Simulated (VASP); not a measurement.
MgO2:

```
CELL_PARAMETERS angstrom
1.60476 0.92651 3.49398
-1.60476 0.92651 3.49398
0.00000 -1.85302 3.49398
ATOMIC_POSITIONS crystal
Mg 0.00000 0.00000 0.00000
O 0.42879 0.42879 0.42879
O 0.57121 0.57121 0.57121
```

Base run:

* Program: VASP 6.6.1
* Functional: r2SCAN
* Potentials or basis: VASP PAW PBE potentials, release 64 (Mg_sv, O)
* Cutoff: 660 eV
* k mesh: 6 × 6 × 6
* Occupations: gaussian, width 0.1 eV
* Spin: no spin polarisation

Its results: band gap on the k mesh 2.93 eV, direct; pressure -5.3 GPa; largest force 0.027 eV/Å.

Task: The run is repeated on the same cell with these changes: potentials or basis from VASP PAW PBE potentials, release 64 (Mg_sv, O) to VASP PAW PBE potentials, release 64 (Mg, O); cutoff from 660 eV to 520 eV; further incar settings from ALGO = Normal; EDIFF = 1e-06; NBANDS = 18 to ALGO = Normal; EDIFF = 1e-06; NBANDS = 14; valence electrons from 22 to 14. What comes out?

Result: Band gap on the k mesh 2.92 eV, direct; pressure -5.8 GPa; largest force 0.050 eV/Å.

Caveats: the PAW data sets were made with another functional, which shifts forces and pressure a little.

A k mesh can miss the band edges.
